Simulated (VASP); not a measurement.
**Sb: electric field gradients with PBE**

Crystal: Sb.

```
CELL_PARAMETERS angstrom
3.35773 0.00000 0.00000
-1.67887 2.90788 0.00000
0.00000 0.00000 5.31217
ATOMIC_POSITIONS crystal
Sb 0.33333 0.66667 0.25000
Sb 0.66667 0.33333 0.75000
```

This cell differs from its parent crystal: volume scaled by 0.99.

```
Program                : VASP 6.6.1
Task                   : electric field gradients
Functional             : PBE
Potentials or basis    : VASP PAW PBE potentials, release 64 (Sb)
Cutoff                 : 520 eV
k mesh                 : 12 × 12 × 7
Occupations            : fermi-dirac, width 0.05 eV
Spin                   : no spin polarisation
Dipole correction      : no
Further INCAR settings : ALGO = Normal; EDIFF = 1e-08; NBANDS = 12
```

```yaml
Pressure: 3.6 GPa
Band_gap_on_the_k_mesh: zero (band 5 reaches 13.11 eV, above the bottom of band 6 at 6.05 eV)
```

Stress tensor (GPa, compression positive):
```
4.02 0.00 0.00
0.00 4.02 0.00
0.00 0.00 2.88
```

Levels at points of the mesh, in eV from the Fermi level:
| k point | band 3 | band 4 | band 5 | band 6 | band 7 | band 8 |
| --- | --- | --- | --- | --- | --- | --- |
| (0.00, 0.00, 0.00) | -6.04 | 3.35 | 3.35 | 5.17 | 5.17 | 6.13 |
| (0.50, 0.00, 0.00) | -4.27 | -2.94 | -2.45 | -0.23 | 0.10 | 3.82 |

Electric field gradients, principal values (V/Å²):
```
atom    least   middle  greatest (by size)
1 Sb  -10.328  -10.328              20.655
2 Sb  -10.328  -10.328              20.655
```

Wall time 33 s on 1 thread of Intel Xeon 6975P-C, on a shared host, peak memory 0.2 GiB.

Caveat: without QUAD_EFG the Cq values of the log hold for a quadrupole moment of 1 mb, not for the nuclei; spin-orbit coupling is left out, which moves the levels of the heavy elements.
